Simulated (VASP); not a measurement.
Write the native input for VASP 6.6.1 that does the following.

```
Task                   : single point
Functional             : PBE
Potentials or basis    : VASP PAW PBE potentials, release 64 (Pb_d, O)
Cutoff                 : 600 eV
k mesh                 : 1 × 1 × 1, shifted
Occupations            : gaussian, width 0.01 eV
Spin                   : no spin polarisation
Dipole correction      : no
Further INCAR settings : ALGO = Normal; EDIFF = 1e-06; NBANDS = 20
```

The structure of PbO2 lies in POSCAR:

```
PbO2
1.0
    3.0683908700     -0.0497659100      0.0791192100
   -1.5772942900      2.8905930600     -0.0774020000
    0.1292005500     -0.0713559900      5.0835248900
Pb O
1 2
Direct
    0.8367930000      0.2607780000      0.8661140000
    1.0727320000      0.9176430000      1.1045250000
    1.3347450000      0.5442500000      1.6692410000
```

These files were run (other wordings do the same):

INCAR

```
PREC     = Accurate       # precision mode
ENCUT    = 600            # plane-wave cutoff, eV
EDIFF    = 1E-6           # SCF threshold, eV
ISMEAR   = 0              # smearing method
SIGMA    = 0.01           # smearing width, eV
LREAL    = False          # projectors in reciprocal space
LASPH    = True           # aspherical terms in the spheres
NELM     = 120            # most SCF steps
ALGO     = Normal         # electronic algorithm
ISIF     = 2              # what is computed and relaxed
LWAVE    = False          # write WAVECAR
LCHARG   = False          # write CHGCAR
GGA      = PE             # functional
NBANDS   = 20             # bands
GGA_COMPAT= False
```

KPOINTS

```
Automatic mesh
0
Gamma
  1 1 1
  0.5 0.5 0.5
```

Potentials or basis: VASP PAW PBE potentials, release 64 (Pb_d, O).

The run is started by

```console
$ cat potpaw_PBE.64/Pb_d/POTCAR potpaw_PBE.64/O/POTCAR > POTCAR
$ mpirun -np 1 vasp_std > vasp.out
```

Results of the run:

```yaml
Pressure: 52.6 GPa
Largest_force: 20.269 eV/Å
```

Caveat: the k points lie up to 2.30 Å⁻¹ apart, too coarse for converged energies, forces and pressures; forces of over 1 eV/Å act on the atoms, so gaps and moduli don't describe the material at rest.

It took 4 s on 1 thread of Intel(R) Xeon(R) Platinum 8488C (Sapphire Rapids) (shared host), peak memory 0.17 GiB.
